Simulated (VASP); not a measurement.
# PbCH3F in VASP: notebook

The runs below take PbCH3F through single point, with PBE.

Everything below comes from runs of VASP 6.6.1. Logs are shortened: lines on timing, memory, paths and dates and some standing lists are left out, and cuts for length are marked.

### 1 The cell of the first run

The cell holds a molecule in a box, 6 atoms: a = 13.130 Å, b = 10.730 Å, c = 11.130 Å, α = 90.00°, β = 90.00°, γ = 90.00°.

### 2 Single point, PBE

Contents of INCAR:

```
SYSTEM = H3PbCF
ALGO = Normal
EDIFF = 1E-6
ENCUT = 520
GGA = PE
ISIF = 2
ISMEAR = 0
LASPH = .TRUE.
LCHARG = .FALSE.
LREAL = .FALSE.
LWAVE = .FALSE.
NBANDS = 23
NELM = 60
PREC = Accurate
SIGMA = 0.01
```

Contents of KPOINTS:

```
k-points
0
G
  1 1 1
  0 0 0
```

Contents of POSCAR:

```
H3PbCF
1.0
   13.1300000000      0.0000000000      0.0000000000
    0.0000000000     10.7300000000      0.0000000000
    0.0000000000      0.0000000000     11.1300000000
Pb C H F
1 1 3 1
Direct
    0.4434859100      0.4894613200      0.4043126700
    0.5891073900      0.4878229300      0.5229955100
    0.6570974900      0.4653755800      0.4690898500
    0.5991325200      0.5807688700      0.5637834700
    0.5802185800      0.4193849000      0.5960305500
    0.3427265800      0.4845657000      0.5481958700
```

Potentials or basis: VASP PAW PBE potentials, release 64 (Pb_d, C, H, F).

Command:

```
cat potpaw_PBE.64/Pb_d/POTCAR potpaw_PBE.64/C/POTCAR potpaw_PBE.64/H/POTCAR potpaw_PBE.64/F/POTCAR > POTCAR
mpirun -np 1 vasp_gam > vasp.out
```

OUTCAR:

```text
SYSTEM = H3PbCF
   EDIFF = 1E-6
   ENCUT = 520
   GGA = PE
   ISIF = 2
   ISMEAR = 0
   LASPH = .TRUE.
   LREAL = .FALSE.
   NELM = 60
   PREC = Accurate

 ion  position               nearest neighbor table
   1  0.443  0.489  0.404-   6 2.08   2 2.32
   2  0.589  0.488  0.523-   5 1.10   3 1.10   4 1.10   1 2.32
   3  0.657  0.465  0.469-   2 1.10
   4  0.599  0.581  0.564-   2 1.10
   5  0.580  0.419  0.596-   2 1.10
   6  0.343  0.485  0.548-   1 2.08

  LATTYP: Found a simple orthorhombic cell.
 ALAT       =    10.7300000000
 B/A-ratio  =     1.0372786580
 C/A-ratio  =     1.2236719478

  Lattice vectors:

 A1 = (   0.0000000000,  10.7300000000,   0.0000000000)
 A2 = (   0.0000000000,   0.0000000000,  11.1300000000)
 A3 = (  13.1300000000,   0.0000000000,   0.0000000000)

Analysis of symmetry for initial positions (statically):
=====================================================================
 Subroutine PRICEL returns:
 Original cell was already a primitive cell.

 Routine SETGRP: Setting up the symmetry group for a
 simple orthorhombic supercell.

 Subroutine GETGRP returns: Found  1 space group operations
 (whereof  1 operations were pure point group operations)
 out of a pool of  8 trial point group operations.

The static configuration has the point symmetry C_1 .

Analysis of symmetry for dynamics (positions and initial velocities):
=====================================================================
 Subroutine PRICEL returns:
 Original cell was already a primitive cell.

 Routine SETGRP: Setting up the symmetry group for a
 simple orthorhombic supercell.

 Subroutine GETGRP returns: Found  1 space group operations
 (whereof  1 operations were pure point group operations)
 out of a pool of  8 trial point group operations.

The dynamic configuration has the point symmetry C_1 .

 Subroutine INISYM returns: Found  1 space group operations
 (whereof  1 operations are pure point group operations),
 and found     1 'primitive' translations

----------------------------------------------------------------------------------------

                                     Primitive cell

  volume of cell :    1568.0489

  direct lattice vectors                    reciprocal lattice vectors
    13.130000000  0.000000000  0.000000000     0.076161462  0.000000000  0.000000000
     0.000000000 10.730000000  0.000000000     0.000000000  0.093196645  0.000000000
     0.000000000  0.000000000 11.130000000     0.000000000  0.000000000  0.089847260

  length of vectors
    13.130000000 10.730000000 11.130000000     0.076161462  0.093196645  0.089847260

  position of ions in fractional coordinates (direct lattice)
     0.443485910  0.489461320  0.404312670
     0.589107390  0.487822930  0.522995510
     0.657097490  0.465375580  0.469089850
     0.599132520  0.580768870  0.563783470
     0.580218580  0.419384900  0.596030550
     0.342726580  0.484565700  0.548195870

  ion indices of the primitive-cell ions
   primitive index   ion index
                 1           1
                 2           2
                 3           3
                 4           4
                 5           5
                 6           6

----------------------------------------------------------------------------------------

 KPOINTS: k-points

Automatic generation of k-mesh.
 Grid dimensions read from file:
 generate k-points for:    1    1    1

 Generating k-lattice:

  Cartesian coordinates                     Fractional coordinates (reciprocal lattice)
     0.076161462  0.000000000  0.000000000     1.000000000  0.000000000  0.000000000
     0.000000000  0.093196645  0.000000000     0.000000000  1.000000000  0.000000000
     0.000000000  0.000000000  0.089847260     0.000000000  0.000000000  1.000000000

  Length of vectors
     0.076161462  0.093196645  0.089847260

  Shift w.r.t. Gamma in fractional coordinates (k-lattice)
     0.000000000  0.000000000  0.000000000

 Subroutine IBZKPT returns following result:
 ===========================================

 Found      1 irreducible k-points:

 Following reciprocal coordinates:
            Coordinates               Weight
  0.000000  0.000000  0.000000      1.000000
   k-points           NKPTS =      1   k-points in BZ     NKDIM =      1   number of bands    NBANDS=     23
   number of dos      NEDOS =    301   number of ions     NIONS =      6
   total plane-waves  NPLWV = 658560
   dimension x,y,z NGX =    98 NGY =   80 NGZ =   84
   dimension x,y,z NGXF=   196 NGYF=  160 NGZF=  168
   ions per type =               1   1   3   1
   NGX,Y,Z   is equivalent  to a cutoff of  12.41, 12.39, 12.55 a.u.
   NGXF,Y,Z  is equivalent  to a cutoff of  24.82, 24.79, 25.09 a.u.
 SYSTEM =  H3PbCF
   PREC   = accura    normal or accurate (medium, high low for compatibility)
   ISTART =      0    job   : 0-new  1-cont  2-samecut
   ICHARG =      2    charge: 1-file 2-atom 10-const
   ISPIN  =      1    spin polarized calculation?
   LNONCOLLINEAR =      F non collinear calculations
   LSORBIT =      F    spin-orbit coupling
   LASPH  =      T    aspherical Exc in radial PAW
   ENCUT  =  520.0 eV  38.22 Ry    6.18 a.u.  24.41 19.95 20.69*2*pi/ulx,y,z
   NELM   =     60;   NELMIN=  2; NELMDL= -5     # of ELM steps
   EDIFF  = 0.1E-05   stopping-criterion for ELM
   LREAL  =      F    real-space projection
   EDIFFG = 0.1E-04   stopping-criterion for IOM
   NSW    =      0    number of steps for IOM
   IBRION =     -1    ionic relax: 0-MD 1-quasi-New 2-CG
   NFREE  =      0    steps in history (QN), initial steepest desc. (CG)
   ISIF   =      2    stress and relaxation
   ISYM   =      2    0-nonsym 1-usesym 2-fastsym
   POTIM  = 0.5000    time-step for ionic-motion
   TEBEG  =    0.0;   TEEND  =   0.0 temperature during run
   PSTRESS=    0.0 pullay stress
   NELECT =      28.0000    total number of electrons
   NUPDOWN=      -1.0000    fix difference up-down
   EMIN   =  10.00;   EMAX   =-10.00  energy-range for DOS
   EFERMI =   0.00;   METHOD = LEGACY
   ISMEAR =     0;   SIGMA  =   0.01  broadening in eV -4-tet -1-fermi 0-gaus
   EFERMI_NEDOS =   21; number of points for ismear=-14 and -15
   IALGO  =     38    algorithm
   IMIX   =      4    mixing-type and parameters
     AMIX     =   0.40;   BMIX     =  1.00
     AMIX_MAG =   1.60;   BMIX_MAG =  1.00
  volume/ion in A,a.u.               =     261.34      1763.62
  Fermi-wavevector in a.u.,A,eV,Ry     =   0.427899  0.808611  2.491190  0.183097
  Thomas-Fermi vector in A             =   1.394840
   LORBIT       =      0    0 simple, 1 ext, 2 COOP (PROOUT), +10 PAW based schemes
   GGA     = PE    functional components
   LHFCALC =     F    Hartree Fock is set to
   AEXX    =    0.0000 exact exchange contribution
   IVDW    =     0    specifies the selected vdW correction
   LEPSILON=     F    determine dielectric tensor
   LRPA    =     F    only Hartree local field effects (RPA)
 non-spin polarized calculation
 Gauss-broadening in eV      SIGMA  =   0.01
  energy-cutoff  :      520.00
  volume of cell :     1568.05
 maximum number of plane-waves:     21084
 NGX is ok and might be reduce to    98
   NGX = 49   NGY = 39   NGZ = 41

 number of electron      27.9999999 magnetization

 Free energy of the ion-electron system (eV)
  ---------------------------------------------------
  ext. energy  EPLUGINS =         0.00000000
  ---------------------------------------------------
  free energy    TOTEN  =       -26.93593042 eV

  energy without entropy =      -26.93593042  energy(sigma->0) =      -26.93593042

 E-fermi :  -5.1732     XC(G=0):  -0.9193

 val. band max:       -5.2717711592   @ k =   0.0000   0.0000   0.0000
 cond. band min:      -2.9791997091   @ k =   0.0000   0.0000   0.0000
 fundamental gap:      2.2925714500
 Fermi energy:        -5.1731903972

 k-point     1 :       0.0000    0.0000    0.0000
  band No.  band energies     occupation
      1     -26.5429      2.00000
      2     -21.1880      2.00000
      3     -21.1509      2.00000
      4     -21.0340      2.00000
      5     -20.7814      2.00000
      6     -20.7241      2.00000
      7     -16.1204      2.00000
      8     -12.0723      2.00000
      9      -9.1328      2.00000
     10      -9.0765      2.00000
     11      -7.7473      2.00000
     12      -7.6044      2.00000
     13      -7.4853      2.00000
     14      -5.2718      2.00000
     15      -2.9792      0.00000
     16      -1.0274      0.00000
     17      -0.3539      0.00000
     18      -0.1414      0.00000
     19       0.7199      0.00000
     20       0.9463      0.00000
     21       1.0808      0.00000
     22       1.1306      0.00000
     23       1.2611      0.00000

------------------------ aborting loop because EDIFF is reached ----------------------------------------

  FORCE on cell =-STRESS in cart. coord.  units (eV):
  Direction    XX          YY          ZZ          XY          YZ          ZX
  --------------------------------------------------------------------------------------
  -------------------------------------------------------------------------------------
  Total       -0.4175061     -0.2187210     -0.0702696      0.0125755     -0.0113919     -0.3928162
  in kB       -0.4265931     -0.2234815     -0.0717990      0.0128492     -0.0116398     -0.4013658
  external PRESSURE =      -0.2406245 kB  Pullay stress =       0.0000000 kB

 VOLUME and BASIS-vectors are now :
 -----------------------------------------------------------------------------
  energy-cutoff  :      520.00
  volume of cell :     1568.05
      direct lattice vectors                 reciprocal lattice vectors
    13.130000000  0.000000000  0.000000000     0.076161462  0.000000000  0.000000000
     0.000000000 10.730000000  0.000000000     0.000000000  0.093196645  0.000000000
     0.000000000  0.000000000 11.130000000     0.000000000  0.000000000  0.089847260

 POSITION                                       TOTAL-FORCE (eV/Angst)
 -----------------------------------------------------------------------------------
      5.82297      5.25192      4.50000         0.290131      0.005360     -0.102956
      7.73498      5.23434      5.82094        -0.054938     -0.001925     -0.019202
      8.62769      4.99348      5.22097        -0.089260      0.022956      0.056821
      7.86661      6.23165      6.27491        -0.029163     -0.078121     -0.049919
      7.61827      4.50000      6.63382        -0.015224      0.058119     -0.083711
      4.50000      5.19939      6.10142        -0.101547     -0.006389      0.198966
 -----------------------------------------------------------------------------------
    total drift:                                0.000836     -0.000756      0.000675

  FREE ENERGIE OF THE ION-ELECTRON SYSTEM (eV)
  ---------------------------------------------------
  free  energy   TOTEN  =       -26.9359304201 eV

  energy  without entropy=      -26.9359304201  energy(sigma->0) =      -26.93593042
```

Wall time 2.3 min (1 thread of Oxide Virtual Turin-like, shared host); peak memory 1.1 GiB.

What came out:

* Free energy: -26.9359 eV
* Largest force: 0.308 eV/Å
* Gap between the frontier levels: 2.29 eV

Forces in eV/Å, atoms in the order of the input:
```
Pb   0.290  0.005 -0.103
C   -0.055 -0.002 -0.019
H   -0.089  0.023  0.057
H   -0.029 -0.078 -0.050
H   -0.015  0.058 -0.084
F   -0.102 -0.006  0.199
```

Caveat: spin-orbit coupling is left out, which moves the levels of the heavy elements.

### 3 Single point, PBE, non-collinear spin, zero start, spin-orbit coupling

Contents of INCAR:

```
SYSTEM = H3PbCF
PREC = Accurate ; ENCUT = 520
EDIFF = 1E-6 ; ISMEAR = 0
SIGMA = 0.01 ; LREAL = .FALSE.
LASPH = .TRUE. ; NELM = 150
ALGO = Normal ; ISIF = 2
LWAVE = .FALSE. ; LCHARG = .FALSE.
MAGMOM = 0 0 0 0 0 0 0 0 0 0 0 0 0 0 0 0 0 0 ; LORBIT = 11
LSORBIT = .TRUE. ; GGA_COMPAT = .FALSE.
LORBMOM = .TRUE. ; GGA = PE
NBANDS = 44
```

Contents of KPOINTS:

```
Automatic mesh
0
G
  1 1 1
  0 0 0
```

POSCAR is that of step 2.

Potentials or basis: VASP PAW PBE potentials, release 64 (Pb_d, C, H, F).

Command:

```
cat potpaw_PBE.64/Pb_d/POTCAR potpaw_PBE.64/C/POTCAR potpaw_PBE.64/H/POTCAR potpaw_PBE.64/F/POTCAR > POTCAR
mpirun -np 1 vasp_ncl > vasp.out
```

Run time: 16 min. Hardware: 1 thread of Oxide Virtual Turin-like, shared host; peak memory 3.6 GiB.

Results (log left out):

- Free energy: -27.4194 eV
- Largest force: 0.376 eV/Å
- Net moment: 0.00 μB per cell
- Valence electrons inside the program's atomic spheres: Pb 11.93; C 2.55; H 0.68, 0.67 (each value once); F 6.04

Forces in eV/Å, atoms in the order of the input:
```
Pb   0.362  0.004 -0.102
C    0.001  0.010  0.035
H   -0.127  0.019  0.027
H   -0.065 -0.079 -0.078
H   -0.052  0.052 -0.111
F   -0.120 -0.007  0.228
```

Moments on the atoms (μB; x, y, z):
```
Pb  0.00 0.00 0.00
C   0.00 0.00 0.00
H   0.00 0.00 0.00
H   0.00 0.00 0.00
H   0.00 0.00 0.00
F   0.00 0.00 0.00
```
